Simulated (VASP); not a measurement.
**NbTe (CsCl type): single point with PBEsol**

Crystal: NbTe (CsCl type).

```
Nb Te
1.0
     2.85489    0.00000    0.00000
     0.00000    2.85489    0.00000
     0.00000    0.00000    2.85489
Nb Te
1 1
Direct
  0.00000 0.00000 0.00000
  0.50000 0.50000 0.50000
```

This cell differs from its parent crystal: volume scaled by 0.6.

```json
{
 "Program": "VASP 6.6.1",
 "Task": "single point",
 "Functional": "PBEsol",
 "Potentials or basis": "VASP PAW PBE potentials, release 64 (Nb_sv, Te)",
 "Cutoff": "520 eV",
 "k mesh": "12 × 12 × 12",
 "Occupations": "fermi-dirac, width 0.1 eV",
 "Spin": "no spin polarisation"
}
```

```yaml
Pressure: 233.8 GPa
```

Levels at points of the mesh, in eV from the Fermi level:
```
           k point  band 8  band 9  band 10  band 11  band 12  band 13
(0.00, 0.00, 0.00)    0.08    0.08     0.08     2.03     2.03     2.03
(0.50, 0.00, 0.00)   -4.61   -4.61     1.95     3.70     4.90     9.85
(0.50, 0.50, 0.00)   -4.41   -1.03    -1.03     2.87     5.19     5.41
(0.50, 0.50, 0.50)   -9.57    4.50     4.50     4.50     5.55     5.55
```

Wall time 36 s on 1 thread of AMD EPYC 7R43 64-Core Processor (Zen 3) (shared host), peak memory 0.12 GiB.

Caveat: the PAW data sets were made with another functional, which shifts forces and pressure a little; spin-orbit coupling is left out, which moves the levels of the heavy elements.
